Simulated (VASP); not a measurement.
# Si2Br: single point with PBE

Si2Br:

```
Si Br
1.0
     5.26171    0.00000    0.00000
     0.00000    5.26171    0.00000
     0.00000    0.00000    7.14716
Si Br
4 2
Direct
  0.50000 0.00000 0.66724
  0.00000 0.50000 0.83276
  0.00000 0.50000 0.16724
  0.50000 0.00000 0.33276
  0.50000 0.50000 0.75000
  0.50000 0.50000 0.25000
```

The cell was generated, and may not be a known phase.

| Quantity | Value |
| --- | --- |
| Program | VASP 6.6.1 |
| Task | single point |
| Functional | PBE |
| Potentials or basis | VASP PAW PBE potentials, release 64 (Si, Br) |
| Cutoff | 520 eV |
| k mesh | 8 × 8 × 8 |
| Occupations | gaussian, width 0.1 eV |
| Spin | no spin polarisation |

The pressure is 0.0 GPa. The band gap on the k mesh is zero (bands 15 and 16 overlap by 1.21 eV).

Forces in eV/Å, atoms in the order of the input:
```
Si   0.000  0.000 -0.003
Si   0.000  0.000  0.003
Si   0.000  0.000 -0.003
Si   0.000  0.000  0.003
Br   0.000  0.000  0.000
Br   0.000  0.000  0.000
```

Levels at points of the mesh, in eV from the Fermi level:
```
           k point  band 12  band 13  band 14  band 15  band 16  band 17  band 18  band 19
(0.00, 0.00, 0.00)    -2.27    -0.91    -0.59     0.16     0.16     2.38     2.38     2.58
(0.50, 0.00, 0.00)    -0.64    -0.62    -0.53    -0.35     0.70     0.71     1.75     1.95
(0.50, 0.50, 0.00)    -0.56    -0.56     0.02     0.30     0.47     0.47     0.63     1.14
(0.00, 0.00, 0.50)    -3.39    -0.25    -0.25     0.29     0.29     2.37     2.37     2.63
(0.50, 0.00, 0.50)    -0.76    -0.39    -0.27    -0.19     0.72     0.91     1.47     1.80
(0.50, 0.50, 0.50)    -1.36    -0.68    -0.68     0.89     0.89     0.91     0.91     2.43
```

Wall time 4.2 min on 1 thread of Intel(R) Xeon(R) Platinum 8488C (Sapphire Rapids), with other jobs on the host, peak memory 0.47 GiB.
